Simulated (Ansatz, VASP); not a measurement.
**Two plane-wave programs on Cs**

```
Cs
1.0
    -3.26430    3.26430    3.02250
     3.26430   -3.26430    3.02250
     3.26430    3.26430   -3.02250
Cs
1
Direct
  0.00000 0.00000 0.00000
```

Change from the starting cell: strain +0.080 along x and y, +0.000 along z, atoms carried along.

Alike in both runs: task single point; functional PBE; k mesh 12 × 12 × 12; occupations gaussian, width 0.15 eV; no spin polarisation.

|  | VASP | Ansatz |
| --- | --- | --- |
| version | VASP 6.6.1 | Ansatz 0.2.0 |
| potentials or method | VASP PAW PBE potentials, release 64 (Cs_sv), cutoff 520 eV | scalar-relativistic, plane waves, PAW |
| valence electrons in the cell | 9 | 9 |

```csv
,VASP,Ansatz,Ansatz less VASP
gap on the k mesh at the Fermi level (eV),none,none,-
pressure (GPa),-0.2,-0.2,+0.01
```

A gap of «none» marks a metal or a gap that the smearing closes.

Spin-orbit coupling is off throughout.
